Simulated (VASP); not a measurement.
# I in VASP: single point with PBEsol

Aim: the single point of I with PBEsol.

Everything below comes from runs of VASP 6.6.1. Logs are shortened: lines on timing, memory, paths and dates and some standing lists are left out, and cuts for length are marked.

## (1) The cell of the first run

The typed cell holds 4 atoms: a = 3.401 Å, b = 3.401 Å, c = 8.368 Å, α = 90.00°, β = 90.00°, γ = 77.18°.

## (2) Single point, PBEsol

INCAR reads:

```
PREC     = Accurate       # precision mode
ENCUT    = 520            # plane-wave cutoff, eV
EDIFF    = 1E-6           # SCF threshold, eV
ISMEAR   = 0              # smearing method
SIGMA    = 0.01           # smearing width, eV
LREAL    = False          # projectors in reciprocal space
LASPH    = True           # aspherical terms in the spheres
NELM     = 60             # most SCF steps
ALGO     = Normal         # electronic algorithm
ISIF     = 2              # what is computed and relaxed
LWAVE    = False          # write WAVECAR
LCHARG   = True           # write CHGCAR
GGA      = PS             # functional
LELF     = True           # ELF
LVHAR    = True         
NBANDS   = 22             # bands
```

KPOINTS reads:

```
Automatic mesh
0
Gamma
  12 12 4
```

POSCAR reads:

```
I
1.0
    2.6585281355     -2.1213566159      0.0000000000
    2.6585281355      2.1213566159      0.0000000000
    0.0000000000      0.0000000000      8.3681081170
I
4
Direct
    0.7499499655      0.2500500345      0.1249724720
    0.7500500345      0.2499499655      0.6249724720
    0.2500500345      0.7499499655      0.8750275280
    0.2499499655      0.7500500345      0.3750275280
```

Potentials or basis: VASP PAW PBE potentials, release 64 (I).

Command:

```console
cat potpaw_PBE.64/I/POTCAR > POTCAR
mpirun -np 1 vasp_std > vasp.out
```

OUTCAR:

```text
PREC = Accurate
   ENCUT = 520
   EDIFF = 1E-6
   ISMEAR = 0
   LREAL = False
   LASPH = True
   NELM = 60
   ISIF = 2
   GGA = PS

 ion  position               nearest neighbor table
   1  0.750  0.250  0.125-   3 2.98   3 2.98   4 2.98   4 2.98   3 3.38   3 3.38   4 3.38   4 3.38

   2  0.750  0.250  0.625-   4 2.98   4 2.98   3 2.98   3 2.98   4 3.38   4 3.38   3 3.38   3 3.38

   3  0.250  0.750  0.875-   1 2.98   1 2.98   2 2.98   2 2.98   1 3.38   1 3.38   2 3.38   2 3.38

   4  0.250  0.750  0.375-   2 2.98   2 2.98   1 2.98   1 2.98   2 3.38   2 3.38   1 3.38   1 3.38

  LATTYP: Found a base centered orthorhombic cell.
 ALAT       =     4.2427132318
 B/A-ratio  =     1.2532207530
 C/A-ratio  =     1.9723482733

  Lattice vectors:

 A1 = (  -2.6585281355,  -2.1213566159,   0.0000000000)
 A2 = (   2.6585281355,  -2.1213566159,   0.0000000000)
 A3 = (   0.0000000000,   0.0000000000,   8.3681081170)

Analysis of symmetry for initial positions (statically):
=====================================================================
 Subroutine PRICEL returns:
 Original cell was already a primitive cell.

 Routine SETGRP: Setting up the symmetry group for a
 base centered orthorhombic supercell.

 Subroutine GETGRP returns: Found  8 space group operations
 (whereof  4 operations were pure point group operations)
 out of a pool of  8 trial point group operations.

The static configuration has the point symmetry C_2h.
 The point group associated with its full space group is D_2h.

Analysis of symmetry for dynamics (positions and initial velocities):
=====================================================================
 Subroutine PRICEL returns:
 Original cell was already a primitive cell.

 Routine SETGRP: Setting up the symmetry group for a
 base centered orthorhombic supercell.

 Subroutine GETGRP returns: Found  8 space group operations
 (whereof  4 operations were pure point group operations)
 out of a pool of  8 trial point group operations.

The dynamic configuration has the point symmetry C_2h.
 The point group associated with its full space group is D_2h.

 Subroutine INISYM returns: Found  8 space group operations
 (whereof  4 operations are pure point group operations),
 and found     1 'primitive' translations

----------------------------------------------------------------------------------------

                                     Primitive cell

  volume of cell :      94.3870

  direct lattice vectors                    reciprocal lattice vectors
     2.658528136 -2.121356616  0.000000000     0.188073992 -0.235698230  0.000000000
     2.658528136  2.121356616  0.000000000     0.188073992  0.235698230  0.000000000
     0.000000000  0.000000000  8.368108117     0.000000000  0.000000000  0.119501324

  length of vectors
     3.401165350  3.401165350  8.368108117     0.301538525  0.301538525  0.119501324

  position of ions in fractional coordinates (direct lattice)
     0.749949966  0.250050034  0.124972472
     0.750050034  0.249949966  0.624972472
     0.250050034  0.749949966  0.875027528
     0.249949966  0.750050034  0.375027528

  ion indices of the primitive-cell ions
   primitive index   ion index
                 1           1
                 2           2
                 3           3
                 4           4

----------------------------------------------------------------------------------------

 KPOINTS: Automatic mesh

Automatic generation of k-mesh.
 Grid dimensions read from file:
 generate k-points for:   12   12    4

 Generating k-lattice:

  Cartesian coordinates                     Fractional coordinates (reciprocal lattice)
     0.015672833 -0.019641519  0.000000000     0.083333333  0.000000000  0.000000000
     0.015672833  0.019641519  0.000000000     0.000000000  0.083333333  0.000000000
     0.000000000  0.000000000  0.029875331     0.000000000  0.000000000  0.250000000

  Length of vectors
     0.025128210  0.025128210  0.029875331

  Shift w.r.t. Gamma in fractional coordinates (k-lattice)
     0.000000000  0.000000000  0.000000000

 Subroutine IBZKPT returns following result:
 ===========================================

 Found    129 irreducible k-points:

 Following reciprocal coordinates:
            Coordinates               Weight
  0.000000  0.000000  0.000000      1.000000
  0.083333  0.000000  0.000000      4.000000
  0.166667  0.000000  0.000000      4.000000
  0.250000  0.000000  0.000000      4.000000
  0.333333  0.000000  0.000000      4.000000
  0.416667  0.000000  0.000000      4.000000
[... 16 lines left out ...]
  0.500000  0.166667  0.000000      4.000000
 -0.416667  0.166667  0.000000      4.000000
 [... further k-points ...]
   k-points           NKPTS =    129   k-points in BZ     NKDIM =    129   number of bands    NBANDS=     22
   number of dos      NEDOS =    301   number of ions     NIONS =      4
   total plane-waves  NPLWV =  50176
   dimension x,y,z NGX =    28 NGY =   28 NGZ =   64
   dimension x,y,z NGXF=    56 NGYF=   56 NGZF=  128
   ions per type =               4
   NGX,Y,Z   is equivalent  to a cutoff of  13.69, 13.69, 12.71 a.u.
   NGXF,Y,Z  is equivalent  to a cutoff of  27.37, 27.37, 25.43 a.u.
 SYSTEM =  unknown system
   PREC   = accura    normal or accurate (medium, high low for compatibility)
   ISTART =      0    job   : 0-new  1-cont  2-samecut
   ICHARG =      2    charge: 1-file 2-atom 10-const
   ISPIN  =      1    spin polarized calculation?
   LNONCOLLINEAR =      F non collinear calculations
   LSORBIT =      F    spin-orbit coupling
   LASPH  =      T    aspherical Exc in radial PAW
   ENCUT  =  520.0 eV  38.22 Ry    6.18 a.u.   6.32  6.32 15.56*2*pi/ulx,y,z
   NELM   =     60;   NELMIN=  2; NELMDL= -5     # of ELM steps
   EDIFF  = 0.1E-05   stopping-criterion for ELM
   LREAL  =      F    real-space projection
   EDIFFG = 0.1E-04   stopping-criterion for IOM
   NSW    =      0    number of steps for IOM
   IBRION =     -1    ionic relax: 0-MD 1-quasi-New 2-CG
   NFREE  =      0    steps in history (QN), initial steepest desc. (CG)
   ISIF   =      2    stress and relaxation
   ISYM   =      2    0-nonsym 1-usesym 2-fastsym
   POTIM  = 0.5000    time-step for ionic-motion
   TEBEG  =    0.0;   TEEND  =   0.0 temperature during run
   PSTRESS=    0.0 pullay stress
   NELECT =      28.0000    total number of electrons
   NUPDOWN=      -1.0000    fix difference up-down
   EMIN   =  10.00;   EMAX   =-10.00  energy-range for DOS
   EFERMI =   0.00;   METHOD = LEGACY
   ISMEAR =     0;   SIGMA  =   0.01  broadening in eV -4-tet -1-fermi 0-gaus
   EFERMI_NEDOS =   21; number of points for ismear=-14 and -15
   IALGO  =     38    algorithm
   IMIX   =      4    mixing-type and parameters
     AMIX     =   0.40;   BMIX     =  1.00
     AMIX_MAG =   1.60;   BMIX_MAG =  1.00
  volume/ion in A,a.u.               =      23.60       159.24
  Fermi-wavevector in a.u.,A,eV,Ry     =   1.091834  2.063268 16.219537  1.192102
  Thomas-Fermi vector in A             =   2.228088
   LORBIT       =      0    0 simple, 1 ext, 2 COOP (PROOUT), +10 PAW based schemes
   GGA     = PS    functional components
   LHFCALC =     F    Hartree Fock is set to
   AEXX    =    0.0000 exact exchange contribution
   IVDW    =     0    specifies the selected vdW correction
   LEPSILON=     F    determine dielectric tensor
   LRPA    =     F    only Hartree local field effects (RPA)
 non-spin polarized calculation
 Gauss-broadening in eV      SIGMA  =   0.01
  energy-cutoff  :      520.00
  volume of cell :       94.39
 maximum number of plane-waves:      2564
 NGX is ok and might be reduce to    28
   NGX = 13   NGY = 13   NGZ = 31

 number of electron      27.9999996 magnetization

 Free energy of the ion-electron system (eV)
  ---------------------------------------------------
  ext. energy  EPLUGINS =         0.00000000
  ---------------------------------------------------
  free energy    TOTEN  =        -3.99822887 eV

  energy without entropy =       -3.99808348  energy(sigma->0) =       -3.99815617

 E-fermi :  10.5215     XC(G=0): -11.0816

 val. band max:       10.5141475863   @ k =  -0.4167   0.4167   0.5000
 cond. band min:      10.5240197620   @ k =   0.1667   0.0000   0.0000
 fundamental gap:      0.0098721757
 Fermi energy:        10.5214950365

 k-point     1 :       0.0000    0.0000    0.0000
  band No.  band energies     occupation
      1      -6.5290      2.00000
      2      -4.6081      2.00000
      3      -4.6047      2.00000
      4      -0.8525      2.00000
      5       3.6807      2.00000
      6       6.2514      2.00000
[... 14 lines left out ...]
     21      17.5113      0.00000
     22      17.5118      0.00000

 k-point     2 :       0.0833    0.0000    0.0000
  band No.  band energies     occupation
      1      -6.4444      2.00000
      2      -4.5375      2.00000
      3      -4.5342      2.00000
      4      -0.9085      2.00000
      5       3.7749      2.00000
      6       6.1217      2.00000
[... 14 lines left out ...]
     21      17.7212      0.00000
     22      17.7220      0.00000

 k-point     3 :       0.1667    0.0000    0.0000
  band No.  band energies     occupation
      1      -6.1924      2.00000
      2      -4.3326      2.00000
      3      -4.3294      2.00000
      4      -1.1047      2.00000
      5       4.0563      2.00000
      6       5.7420      2.00000
[... 14 lines left out ...]
     21      18.4645      0.00000
     22      18.4653      0.00000

 k-point     4 :       0.2500    0.0000    0.0000
  band No.  band energies     occupation
      1      -5.7785      2.00000
      2      -4.0163      2.00000
      3      -4.0134      2.00000
      4      -1.5011      2.00000
      5       4.5211      2.00000
      6       4.5322      2.00000
[... 14 lines left out ...]
     21      18.4467      0.00000
     22      18.8204      0.00000

 k-point     5 :       0.3333    0.0000    0.0000
  band No.  band energies     occupation
      1      -5.2140      2.00000
      2      -3.6405      2.00000
      3      -3.6380      2.00000
      4      -2.1199      2.00000
      5       3.3929      2.00000
      6       3.3951      2.00000
[... 14 lines left out ...]
     21      19.2376      0.00000
     22      19.3550      0.00000

 k-point     6 :       0.4167    0.0000    0.0000
  band No.  band energies     occupation
      1      -4.5186      2.00000
      2      -3.3068      2.00000
      3      -3.3053      2.00000
      4      -2.8972      2.00000
      5       2.5833      2.00000
      6       2.5846      2.00000
[... 14 lines left out ...]
     21      19.4798      0.00000
     22      20.0304      0.00000

 k-point     7 :       0.5000    0.0000    0.0000
  band No.  band energies     occupation
      1      -3.7268      2.00000
      2      -3.7268      2.00000
      3      -3.1657      2.00000
      4      -3.1657      2.00000
      5       2.2819      2.00000
      6       2.2819      2.00000
[... 324 lines left out ...]
      6       4.9600      2.00000
[... 14 lines left out ...]
     21      17.3120      0.00000
     22      17.9049      0.00000

 k-point    21 :       0.3333    0.1667    0.0000
  band No.  band energies     occupation
      1      -5.2600      2.00000
      2      -3.5802      2.00000
      3      -3.5775      2.00000
      4      -1.4025      2.00000
      5       4.3332      2.00000
      6       4.3354      2.00000
[... 14 lines left out ...]
     21      18.0410      0.00000
     22      18.1288      0.00000

 k-point    22 :       0.4167    0.1667    0.0000
  band No.  band energies     occupation
      1      -4.6731      2.00000
      2      -3.2334      2.00000
      3      -3.2313      2.00000
      4      -2.1004      2.00000
      5       3.3128      2.00000
      6       3.3146      2.00000
[... 14 lines left out ...]
     21      17.8534      0.00000
     22      18.7056      0.00000

 k-point    23 :       0.5000    0.1667    0.0000
  band No.  band energies     occupation
      1      -3.9977      2.00000
      2      -3.0056      2.00000
      3      -3.0045      2.00000
      4      -2.9355      2.00000
      5       2.7170      2.00000
      6       2.7178      2.00000
[... 14 lines left out ...]
     21      17.7301      0.00000
     22      19.2704      0.00000

 k-point    24 :      -0.4167    0.1667    0.0000
  band No.  band energies     occupation
      1      -3.7765      2.00000
      2      -3.2893      2.00000
      3      -3.0196      2.00000
      4      -3.0192      2.00000
      5       2.6603      2.00000
      6       2.6608      2.00000
[... 14 lines left out ...]
     21      17.9082      0.00000
     22      19.2148      0.00000

 [... further k-points ...]

------------------------ aborting loop because EDIFF is reached ----------------------------------------

  FORCE on cell =-STRESS in cart. coord.  units (eV):
  Direction    XX          YY          ZZ          XY          YZ          ZX
  --------------------------------------------------------------------------------------
  -------------------------------------------------------------------------------------
  Total       14.7084160     14.7427014     14.7658207      0.0000000      0.0000000      0.0000000
  in kB      249.6687951    250.2507748    250.6432148      0.0000000      0.0000000      0.0000000
  external PRESSURE =     250.1875949 kB  Pullay stress =       0.0000000 kB

 VOLUME and BASIS-vectors are now :
 -----------------------------------------------------------------------------
  energy-cutoff  :      520.00
  volume of cell :       94.39
      direct lattice vectors                 reciprocal lattice vectors
     2.658528136 -2.121356616  0.000000000     0.188073992 -0.235698230  0.000000000
     2.658528136  2.121356616  0.000000000     0.188073992  0.235698230  0.000000000
     0.000000000  0.000000000  8.368108117     0.000000000  0.000000000  0.119501324

 POSITION                                       TOTAL-FORCE (eV/Angst)
 -----------------------------------------------------------------------------------
      2.65853     -1.06047      1.04578         0.000000     -0.000739      0.004741
      2.65853     -1.06089      5.22984         0.000000      0.000739      0.004741
      2.65853      1.06047      7.32232         0.000000      0.000739     -0.004741
      2.65853      1.06089      3.13827         0.000000     -0.000739     -0.004741
 -----------------------------------------------------------------------------------
    total drift:                               -0.000000      0.000000      0.000000

  FREE ENERGIE OF THE ION-ELECTRON SYSTEM (eV)
  ---------------------------------------------------
  free  energy   TOTEN  =        -3.9982288707 eV

  energy  without entropy=       -3.9980834769  energy(sigma->0) =       -3.99815617
```

Wall time 91 s (1 thread of Intel Xeon 6975P-C (Granite Rapids), shared host); peak memory 0.34 GiB.

What came out:

```yaml
Free_energy: -3.9982 eV
Pressure: 25.0 GPa
Largest_force: 0.005 eV/Å
Band_gap_on_the_k_mesh: zero (bands 14 and 15 overlap by 3.03 eV)
```

Forces in eV/Å, atoms in the order of the input:
```
I    0.000 -0.001  0.005
I    0.000  0.001  0.005
I    0.000  0.001 -0.005
I    0.000 -0.001 -0.005
```

Stress tensor (GPa, compression positive):
```
24.97  0.00  0.00
 0.00 25.03  0.00
 0.00  0.00 25.06
```

Levels at points of the mesh, in eV from the Fermi level:
| k point | band 12 | band 13 | band 14 | band 15 | band 16 | band 17 |
| --- | --- | --- | --- | --- | --- | --- |
| (0.00, 0.00, 0.00) | -0.44 | -0.44 | 1.07 | 2.15 | 2.16 | 2.21 |
| (0.50, 0.00, 0.00) | -1.35 | -1.14 | -1.14 | 2.45 | 2.45 | 4.67 |
| (0.50, 0.50, 0.00) | -3.85 | -3.85 | -1.61 | -0.33 | -0.24 | 2.27 |
| (0.00, 0.00, 0.50) | 0.42 | 0.54 | 0.54 | 0.64 | 0.64 | 3.41 |
| (0.50, 0.00, 0.50) | -1.74 | 0.43 | 0.43 | 0.43 | 0.43 | 5.65 |
| (0.50, 0.50, 0.50) | -3.46 | -2.22 | -2.22 | -1.96 | -1.96 | 4.49 |

Caveat: the cell stands under pressure; the PAW data sets were made with another functional, which shifts forces and pressure a little; spin-orbit coupling is left out, which moves the levels of the heavy elements.
